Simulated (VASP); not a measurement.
Runs of VASP 6.6.1 on ZnS. The structure is that of space group F-43m (No. 216), or close to it. The cells are those of the table. 

```tsv
task	cell	cutoff (eV)	gap on the mesh (eV)	pressure (GPa)
relaxation of cell and atoms	relaxed to 6 GPa from a = 3.745 Å, angles 60.0°, 2 atoms	600	(b)	6.0
relaxation of cell and atoms	relaxed to 40 GPa from a = 3.745 Å, angles 60.0°, 2 atoms	600	(a)	40.0
relaxation of cell and atoms	relaxed to 16 GPa from a = 3.745 Å, angles 60.0°, 2 atoms	600	2.71	16.0
relaxation of cell and atoms	relaxed from a = 3.745 Å, angles 60.0°, 2 atoms	600	2.15	0.0
single point	a = 3.435 Å, angles 60.0°, 2 atoms	520	2.33	40.6
```

Alike in all rows: level LDA; potentials or basis VASP PAW LDA potentials, release 64 (Zn, S); no spin polarisation; k mesh 10 × 10 × 10; smearing gaussian 0.01 eV.

**Question.** Fill in the values left out.

**Answer.** (a) 2.34; (b) 2.43.

Caveats: the cell is relaxed towards a set pressure, so the run minimises the enthalpy, not the energy (at least some runs); the cell stands under pressure (at least some runs).

A k mesh can miss the band edges.
